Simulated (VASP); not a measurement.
Wanted: the native input for a VASP 6.6.1 run.

* Task: single point
* Functional: PBEsol
* Potentials or basis: VASP PAW PBE potentials, release 64 (Sn_d, O)
* Cutoff: 520 eV
* k mesh: 6 × 6 × 8
* Occupations: gaussian, width 0.02 eV
* Spin: no spin polarisation
* Dipole correction: no
* Further INCAR settings: ALGO = Normal; EDIFF = 1e-07; NBANDS = 35

The structure of SnO2 lies in POSCAR:

```
SnO2
1.0
    4.8782073267      0.0000000000      0.0000000000
    0.0000000000      4.8782073267      0.0000000000
    0.0000000000      0.0000000000      3.2303468176
Sn O
2 4
Direct
    0.0000000000      0.0000000000      0.0000000000
    0.5000000000      0.5000000000      0.5000000000
    0.3074012396      0.3074012396      0.0000000000
    0.1925987604      0.8074012396      0.5000000000
    0.6925987604      0.6925987604      0.0000000000
    0.8074012396      0.1925987604      0.5000000000
```

These files were run (other wordings do the same):

INCAR

```
PREC = Accurate ; ENCUT = 520
EDIFF = 1E-7 ; ISMEAR = 0
SIGMA = 0.02 ; LREAL = False
LASPH = True ; NELM = 60
ALGO = Normal ; ISIF = 2
LWAVE = False ; LCHARG = False
GGA = PS ; NBANDS = 35
```

KPOINTS

```
Automatic mesh
0
Gamma
  6 6 8
```

Potentials or basis: VASP PAW PBE potentials, release 64 (Sn_d, O).

Launch:

```bash
$ cat potpaw_PBE.64/Sn_d/POTCAR potpaw_PBE.64/O/POTCAR > POTCAR
$ mpirun -np 1 vasp_std > vasp.out
```

Results of the run:

```
Pressure               : -7.6 GPa
Largest force          : 0.006 eV/Å
Band gap on the k mesh : 0.46 eV, direct
```

Caveat: the PAW data sets were made with another functional, which shifts forces and pressure a little; spin-orbit coupling is left out, which moves the levels of the heavy elements.

It took 40 s on 1 thread of Intel(R) Xeon(R) 6975P-C (Granite Rapids), with other jobs on the host, peak memory 0.24 GiB.
